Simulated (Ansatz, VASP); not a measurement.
# One calculation of BaTiO3, two programs

The input POSCAR:

```
BaTiO3
1.0
    3.9322374886      0.0000000000      0.0000000000
    0.0000000000      3.9322374886      0.0000000000
    0.0000000000      0.0000000000      4.0706881686
Ba Ti O
1 1 3
Direct
    0.0000000000      0.0000000000     -0.0043576223
    0.5000000000      0.5000000000      0.4775257951
    0.5000000000      0.5000000000      0.0345450507
    0.5000000000      0.0000000000      0.5176433883
    0.0000000000      0.5000000000      0.5176433883
```

File INCAR.step1:

```
SYSTEM = BaTiO3
PREC = Accurate ; ENCUT = 520
ISMEAR = 0 ; SIGMA = 0.01
LREAL = .FALSE. ; LASPH = .TRUE.
NELM = 80 ; NBANDS = 28
GGA = PE ; ALGO = Normal
EDIFF = 1E-4 ; LWAVE = .TRUE.
LCHARG = .FALSE.
```

File INCAR.step2:

```
SYSTEM = BaTiO3
PREC = Accurate ; ENCUT = 520
EDIFF = 1E-7 ; ISMEAR = 0
SIGMA = 0.01 ; LREAL = .FALSE.
LASPH = .TRUE. ; NELM = 80
ALGO = Normal ; ISIF = 2
LWAVE = .FALSE. ; LCHARG = .FALSE.
METAGGA = R2SCAN ; LMIXTAU = .TRUE.
NBANDS = 28 ; ISTART = 1
```

KPOINTS

```
Automatic mesh
0
G
  6 6 6
  0 0 0
```

Input for Ansatz:

```yaml
crystal:
  lattice:
    - [3.9322374886, 0.0, 0.0]
    - [0.0, 3.9322374886, 0.0]
    - [0.0, 0.0, 4.0706881686]
  atoms:
    - { symbol: Ba, position: [0.0, 0.0, -0.0043576223] }
    - { symbol: Ti, position: [0.5, 0.5, 0.4775257951] }
    - { symbol: O, position: [0.5, 0.5, 0.0345450507] }
    - { symbol: O, position: [0.5, 0.0, 0.5176433883] }
    - { symbol: O, position: [0.0, 0.5, 0.5176433883] }
kpoints:
  mp_grid: { grid: [6, 6, 6] }
hamiltonian:
  xc: r2scan
scf:
  occupations: { method: fixed }
  n_extra_bands: 5
output:
  forces: true
  stress: true
  eigenvalues: true
```

Alike in both runs: task single point; functional r2SCAN; k mesh 6 × 6 × 6; no spin polarisation.

```csv
,VASP,Ansatz
version,VASP 6.6.1,Ansatz 0.2.0
potentials or method,"VASP PAW PBE potentials, release 64 (Ba_sv, Ti_sv, O)","plane waves, PAW"
plane-wave cutoff (eV),520,500
occupations,"gaussian, width 0.01 eV",fixed
valence electrons in the cell,40,40
```

```csv
,VASP,Ansatz,Ansatz less VASP
gap on the k mesh at the Fermi level (eV),2.28,2.31,+0.023
pressure (GPa),7.8,5.7,-2.15
"traceless stress, the component that is largest in VASP (GPa)",0.05,-0.06,-0.114
rms of the force components (eV/Å),0.188,0.126,-0.0621
```

VASP's potentials were made for PBE, not for r2SCAN. Atom by atom the forces differ by 0.063 eV/Å (rms over components).

Neither program's run includes spin-orbit coupling.
